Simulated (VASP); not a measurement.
Runs of VASP 6.6.1 on Ba. The structure is that of space group P4/mmm (No. 123), or close to it. The cells are those of the table. 

```tsv
cell	gap on the mesh (eV)	pressure (GPa)
a = 3.946, b = 3.946, c = 3.557 Å, 1 atom	none	(b)
a = 4.000, b = 4.000, c = 3.606 Å, 1 atom	none	0.0
a = 4.026, b = 4.026, c = 3.629 Å, 1 atom	none	-0.1
a = 3.918, b = 3.918, c = 3.532 Å, 1 atom	none	0.5
a = 3.973, b = 3.973, c = 3.581 Å, 1 atom	none	(a)
```

Alike in all rows: task single point; level PBEsol; potentials or basis VASP PAW PBE potentials, release 64 (Ba_sv); no spin polarisation; k mesh 7 × 7 × 8; cutoff (eV) 520; smearing fermi-dirac 0.15 eV.

**Question.** Fill in the values left out.

**Answer.** (a) 0.2; (b) 0.4.

Caveats: the PAW data sets were made with another functional, which shifts forces and pressure a little; spin-orbit coupling is left out, which moves the levels of the heavy elements.

A k mesh can miss the band edges, and the runs leave out spin-orbit coupling on Ba.

A gap of «none» marks levels without a gap at the run's occupations.
